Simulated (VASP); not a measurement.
# Al2Ru (I4/mmm) in VASP: single point with PBEsol

Aim: the single point of Al2Ru with PBEsol.

Program: VASP 6.6.1. These are calculated values, not measurements. Logs are shortened: lines on timing, memory, paths and dates and some standing lists are left out, and cuts for length are marked.

**1. The cell of the first run**

It takes space group I4/mmm (No. 139, tetragonal). Conventional cell: a = 3.206 Å, b = 3.206 Å, c = 8.650 Å, α = 90.00°, β = 90.00°, γ = 90.00°. Al (site symmetry 4mm) has 5 Ru at 2.65 to 2.95 Å and 9 Al at 2.75 to 3.21 Å within 3.5 Å. Ru (site symmetry 4/mmm) has 10 Al at 2.65 to 2.95 Å and 4 Ru at 3.21 Å within 3.5 Å.

**2. Single point, PBEsol, collinear spin, ferromagnetic start (14.82 Å³/atom)**

INCAR

```
SYSTEM = Al2Ru
  ALGO = Normal
  EDIFF = 1E-6
  ENCUT = 520
  GGA = PS
  ISIF = 2
  ISMEAR = 0
  ISPIN = 2
  KPAR = 4
  LASPH = .True.
  LCHARG = .False.
  LMAXMIX = 4
  LORBIT = 11
  LREAL = .False.
  LWAVE = .False.
  MAGMOM = 0 0 0.188
  NBANDS = 21
  NELM = 150
  NUPDOWN = 0.1875
  PREC = Accurate
  SIGMA = 0.15
```

KPOINTS

```
k-points
0
Gamma
  20 20 20
  0 0 0
```

POSCAR

```
Al2Ru
1.0
   -1.6028460720      1.6028460720      4.3249320121
    1.6028460720     -1.6028460720      4.3249320121
    1.6028460720      1.6028460720     -4.3249320121
Al Ru
2 1
Direct
    0.6590805105      0.6590805105      0.0000000000
    0.3409194895      0.3409194895      0.0000000000
    0.0000000000      0.0000000000      0.0000000000
```

Potentials or basis: VASP PAW PBE potentials, release 64 (Al, Ru_pv).

Command:

```bash
$ cat potpaw_PBE.64/Al/POTCAR potpaw_PBE.64/Ru_pv/POTCAR > POTCAR
$ mpirun -np 4 vasp_std > vasp.out
```

OUTCAR:

```text
SYSTEM = Al2Ru
   EDIFF = 1E-6
   ENCUT = 520
   GGA = PS
   ISIF = 2
   ISMEAR = 0
   ISPIN = 2
   LASPH = .True.
   LORBIT = 11
   LREAL = .False.
   NELM = 150
   NUPDOWN = 0.1875
   PREC = Accurate

 ion  position               nearest neighbor table
   1  0.659  0.659  0.000-   3 2.65   3 2.65   3 2.65   3 2.65   2 2.75   2 2.76   2 2.76   2 2.76
                             2 2.76   3 2.95
   2  0.341  0.341  0.000-   3 2.65   3 2.65   3 2.65   3 2.65   1 2.75   1 2.76   1 2.76   1 2.76
                             1 2.76   3 2.95
   3  0.000  0.000  0.000-   1 2.65   1 2.65   2 2.65   2 2.65   1 2.65   1 2.65   2 2.65   2 2.65
                             1 2.95   2 2.95

  LATTYP: Found a body centered tetragonal cell.
 ALAT       =     3.2056921440
 C/A-ratio  =     2.6982828156

  Lattice vectors:

 A1 = (  -1.6028460720,   1.6028460720,   4.3249320121)
 A2 = (   1.6028460720,  -1.6028460720,   4.3249320121)
 A3 = (   1.6028460720,   1.6028460720,  -4.3249320121)

Analysis of symmetry for initial positions (statically):
=====================================================================
 Subroutine PRICEL returns:
 Original cell was already a primitive cell.

 Routine SETGRP: Setting up the symmetry group for a
 body centered tetragonal supercell.

 Subroutine GETGRP returns: Found 16 space group operations
 (whereof 16 operations were pure point group operations)
 out of a pool of 16 trial point group operations.

The static configuration has the point symmetry D_4h.

Analysis of symmetry for dynamics (positions and initial velocities):
=====================================================================
 Subroutine PRICEL returns:
 Original cell was already a primitive cell.

 Routine SETGRP: Setting up the symmetry group for a
 body centered tetragonal supercell.

 Subroutine GETGRP returns: Found 16 space group operations
 (whereof 16 operations were pure point group operations)
 out of a pool of 16 trial point group operations.

The dynamic configuration has the point symmetry D_4h.

Analysis of structural, dynamic, and magnetic symmetry:
=====================================================================
 Subroutine PRICEL returns:
 Original cell was already a primitive cell.

 Routine SETGRP: Setting up the symmetry group for a
 body centered tetragonal supercell.

 Subroutine GETGRP returns: Found 16 space group operations
 (whereof 16 operations were pure point group operations)
 out of a pool of 16 trial point group operations.

The overall configuration has the point symmetry D_4h.

 Subroutine INISYM returns: Found 16 space group operations
 (whereof 16 operations are pure point group operations),
 and found     1 'primitive' translations

----------------------------------------------------------------------------------------

                                     Primitive cell

  volume of cell :      44.4450

  direct lattice vectors                    reciprocal lattice vectors
    -1.602846072  1.602846072  4.324932012     0.000000000  0.311945114  0.115608754
     1.602846072 -1.602846072  4.324932012     0.311945114  0.000000000  0.115608754
     1.602846072  1.602846072 -4.324932012     0.311945114  0.311945114  0.000000000

  length of vectors
     4.882956888  4.882956888  4.882956888     0.332678731  0.332678731  0.441157010

  position of ions in fractional coordinates (direct lattice)
     0.659080510  0.659080510  0.000000000
     0.340919490  0.340919490  0.000000000
     0.000000000  0.000000000  0.000000000

  ion indices of the primitive-cell ions
   primitive index   ion index
                 1           1
                 2           2
                 3           3

----------------------------------------------------------------------------------------

 KPOINTS: k-points

Automatic generation of k-mesh.
 Grid dimensions read from file:
 generate k-points for:   20   20   20

 Generating k-lattice:

  Cartesian coordinates                     Fractional coordinates (reciprocal lattice)
     0.000000000  0.015597256  0.005780438     0.050000000  0.000000000  0.000000000
     0.015597256  0.000000000  0.005780438     0.000000000  0.050000000  0.000000000
     0.015597256  0.015597256  0.000000000     0.000000000  0.000000000  0.050000000

  Length of vectors
     0.016633937  0.016633937  0.022057851

  Shift w.r.t. Gamma in fractional coordinates (k-lattice)
     0.000000000  0.000000000  0.000000000

 Subroutine IBZKPT returns following result:
 ===========================================

 Found    641 irreducible k-points:

 Following reciprocal coordinates:
            Coordinates               Weight
  0.000000  0.000000  0.000000      1.000000
  0.050000 -0.000000  0.000000      8.000000
  0.100000 -0.000000  0.000000      8.000000
  0.150000 -0.000000  0.000000      8.000000
  0.200000 -0.000000  0.000000      8.000000
  0.250000  0.000000  0.000000      8.000000
[... 16 lines left out ...]
 -0.400000  0.050000 -0.000000     16.000000
 -0.350000  0.050000  0.000000     16.000000
 [... further k-points ...]
   k-points           NKPTS =    641   k-points in BZ     NKDIM =    641   number of bands    NBANDS=     21
   number of dos      NEDOS =    301   number of ions     NIONS =      3
   total plane-waves  NPLWV =  46656
   dimension x,y,z NGX =    36 NGY =   36 NGZ =   36
   dimension x,y,z NGXF=    72 NGYF=   72 NGZF=   72
   ions per type =               2   1
   NGX,Y,Z   is equivalent  to a cutoff of  12.26, 12.26, 12.26 a.u.
   NGXF,Y,Z  is equivalent  to a cutoff of  24.51, 24.51, 24.51 a.u.
 SYSTEM =  Al2Ru
   PREC   = accura    normal or accurate (medium, high low for compatibility)
   ISTART =      0    job   : 0-new  1-cont  2-samecut
   ICHARG =      2    charge: 1-file 2-atom 10-const
   ISPIN  =      2    spin polarized calculation?
   LNONCOLLINEAR =      F non collinear calculations
   LSORBIT =      F    spin-orbit coupling
   LASPH  =      T    aspherical Exc in radial PAW
   ENCUT  =  520.0 eV  38.22 Ry    6.18 a.u.   9.08  9.08  9.08*2*pi/ulx,y,z
   NELM   =    150;   NELMIN=  2; NELMDL= -5     # of ELM steps
   EDIFF  = 0.1E-05   stopping-criterion for ELM
   LREAL  =      F    real-space projection
   EDIFFG = 0.1E-04   stopping-criterion for IOM
   NSW    =      0    number of steps for IOM
   IBRION =     -1    ionic relax: 0-MD 1-quasi-New 2-CG
   NFREE  =      0    steps in history (QN), initial steepest desc. (CG)
   ISIF   =      2    stress and relaxation
   ISYM   =      2    0-nonsym 1-usesym 2-fastsym
   POTIM  = 0.5000    time-step for ionic-motion
   TEBEG  =    0.0;   TEEND  =   0.0 temperature during run
   PSTRESS=    0.0 pullay stress
   NELECT =      20.0000    total number of electrons
   NUPDOWN=       0.1875    fix difference up-down
   EMIN   =  10.00;   EMAX   =-10.00  energy-range for DOS
   EFERMI =   0.00;   METHOD = LEGACY
   ISMEAR =     0;   SIGMA  =   0.15  broadening in eV -4-tet -1-fermi 0-gaus
   EFERMI_NEDOS =   21; number of points for ismear=-14 and -15
   IALGO  =     38    algorithm
   IMIX   =      4    mixing-type and parameters
     AMIX     =   0.40;   BMIX     =  1.00
     AMIX_MAG =   1.60;   BMIX_MAG =  1.00
  volume/ion in A,a.u.               =      14.82        99.98
  Fermi-wavevector in a.u.,A,eV,Ry     =   1.254519  2.370697 21.413088  1.573818
  Thomas-Fermi vector in A             =   2.388320
   LORBIT       =     11    0 simple, 1 ext, 2 COOP (PROOUT), +10 PAW based schemes
   GGA     = PS    functional components
   LHFCALC =     F    Hartree Fock is set to
   AEXX    =    0.0000 exact exchange contribution
   IVDW    =     0    specifies the selected vdW correction
   LEPSILON=     F    determine dielectric tensor
   LRPA    =     F    only Hartree local field effects (RPA)
 spin polarized calculation
 Gauss-broadening in eV      SIGMA  =   0.15
  energy-cutoff  :      520.00
  volume of cell :       44.45
 maximum number of plane-waves:      1216
   NGX = 19   NGY = 19   NGZ = 19

 number of electron      20.0000002 magnetization       0.1874998

 Free energy of the ion-electron system (eV)
  ---------------------------------------------------
  ext. energy  EPLUGINS =         0.00000000
  ---------------------------------------------------
  free energy    TOTEN  =       -20.15512451 eV

  energy without entropy =      -20.14316155  energy(sigma->0) =      -20.14914303

 E-fermi :   9.0384     XC(G=0): -11.6598

 val. band max:        9.6869232875   @ k =  -0.3500  -0.4500   0.1000
 cond. band min:       9.0390888616   @ k =  -0.1500   0.2000   0.0500
 fundamental gap:     -0.6478344258
 Fermi energy:         9.6877982526

 spin component 1

 k-point     1 :       0.0000    0.0000    0.0000
  band No.  band energies     occupation
      1     -32.9508      1.00000
      2     -32.9508      1.00000
      3     -32.8824      1.00000
      4      -0.9315      1.00000
      5       4.4998      1.00000
      6       6.0845      1.00000
[... 13 lines left out ...]
     20      21.4039      0.00000
     21      25.2074      0.00000

 k-point     2 :       0.0500   -0.0000    0.0000
  band No.  band energies     occupation
      1     -32.9532      1.00000
      2     -32.9506      1.00000
      3     -32.8822      1.00000
      4      -0.8874      1.00000
      5       4.5173      1.00000
      6       6.0987      1.00000
[... 13 lines left out ...]
     20      21.5084      0.00000
     21      24.6471      0.00000
[... 487 lines left out ...]
      5       4.1639      1.00000
      6       5.5504      1.00000
[... 13 lines left out ...]
     20      20.7261      0.00000
     21      22.4164      0.00000

 k-point    24 :      -0.3500    0.0500    0.0000
  band No.  band energies     occupation
      1     -33.0278      1.00000
      2     -32.9465      1.00000
      3     -32.8749      1.00000
      4       1.0855      1.00000
      5       4.5779      1.00000
      6       5.6811      1.00000
[... 13 lines left out ...]
     20      21.3004      0.00000
     21      22.8614      0.00000

 [... further k-points ...]

 spin component 2

 k-point     1 :       0.0000    0.0000    0.0000
  band No.  band energies     occupation
      1     -32.8688      1.00000
      2     -32.8688      1.00000
      3     -32.8303      1.00000
      4      -0.8796      1.00000
      5       4.5576      1.00000
      6       6.1917      1.00000
[... 13 lines left out ...]
     20      21.4590      0.00000
     21      25.2785      0.00000

 k-point     2 :       0.0500   -0.0000    0.0000
  band No.  band energies     occupation
      1     -32.8712      1.00000
      2     -32.8686      1.00000
      3     -32.8301      1.00000
      4      -0.8355      1.00000
      5       4.5748      1.00000
      6       6.2056      1.00000
[... 13 lines left out ...]
     20      21.5587      0.00000
     21      24.7176      0.00000
[... 487 lines left out ...]
      5       4.2135      1.00000
      6       5.6190      1.00000
[... 13 lines left out ...]
     20      20.8395      0.00000
     21      22.4762      0.00000

 k-point    24 :      -0.3500    0.0500    0.0000
  band No.  band energies     occupation
      1     -32.9459      1.00000
      2     -32.8644      1.00000
      3     -32.8228      1.00000
      4       1.1391      1.00000
      5       4.6248      1.00000
      6       5.7568      1.00000
[... 13 lines left out ...]
     20      21.3450      0.00000
     21      22.9262      0.00000

 [... further k-points ...]

------------------------ aborting loop because EDIFF is reached ----------------------------------------

  FORCE on cell =-STRESS in cart. coord.  units (eV):
  Direction    XX          YY          ZZ          XY          YZ          ZX
  --------------------------------------------------------------------------------------
  -------------------------------------------------------------------------------------
  Total       -3.1627401     -3.1627401     -3.6339157      0.0000000      0.0000000      0.0000000
  in kB     -114.0121605   -114.0121605   -130.9973539      0.0000000      0.0000000      0.0000000
  external PRESSURE =    -119.6738916 kB  Pullay stress =       0.0000000 kB

 VOLUME and BASIS-vectors are now :
 -----------------------------------------------------------------------------
  energy-cutoff  :      520.00
  volume of cell :       44.45
      direct lattice vectors                 reciprocal lattice vectors
    -1.602846072  1.602846072  4.324932012     0.000000000  0.311945114  0.115608754
     1.602846072 -1.602846072  4.324932012     0.311945114  0.000000000  0.115608754
     1.602846072  1.602846072 -4.324932012     0.311945114  0.311945114  0.000000000

 POSITION                                       TOTAL-FORCE (eV/Angst)
 -----------------------------------------------------------------------------------
      0.00000      0.00000      5.70096         0.000000      0.000000     -0.316777
      0.00000      0.00000      2.94891        -0.000000     -0.000000      0.316777
      0.00000      0.00000      0.00000         0.000000      0.000000      0.000000
 -----------------------------------------------------------------------------------
    total drift:                                0.000000     -0.000000      0.000000

  FREE ENERGIE OF THE ION-ELECTRON SYSTEM (eV)
  ---------------------------------------------------
  free  energy   TOTEN  =       -20.1551245130 eV

  energy  without entropy=      -20.1431615488  energy(sigma->0) =      -20.14914303

 total charge

# of ion       s       p       d       tot
------------------------------------------
    1        0.395   0.377   0.000   0.773
    2        0.395   0.377   0.000   0.773
    3        0.308   6.239   6.113  12.660
--------------------------------------------------
tot          1.099   6.994   6.113  14.206

 magnetization (x)

# of ion       s       p       d       tot
------------------------------------------
    1        0.002   0.007   0.000   0.010
    2        0.002   0.007   0.000   0.010
    3        0.001   0.007   0.090   0.098
--------------------------------------------------
tot          0.006   0.022   0.090   0.117
```

Run time: 10 min. Hardware: 4 MPI ranks of Oxide Virtual Turin-like, shared host; peak memory 0.89 GiB.

What came out:

* Free energy: -20.1551 eV
* Pressure: -12.0 GPa
* Largest force: 0.317 eV/Å
* Net moment: 0.19 μB per cell
* Site moments: Al +0.01; Ru +0.10 μB
* Valence electrons inside the program's atomic spheres: Al 0.77; Ru 12.66

Forces in eV/Å, atoms in the order of the input:
```
Al   0.000  0.000 -0.317
Al   0.000  0.000  0.317
Ru   0.000  0.000  0.000
```

Stress tensor (GPa, compression positive):
```
-11.40   0.00   0.00
  0.00 -11.40   0.00
  0.00   0.00 -13.10
```

Caveat: the cell stands under tension; the PAW data sets were made with another functional, which shifts forces and pressure a little; the total moment is fixed, so each spin has its own Fermi level and the state may be an excited one.
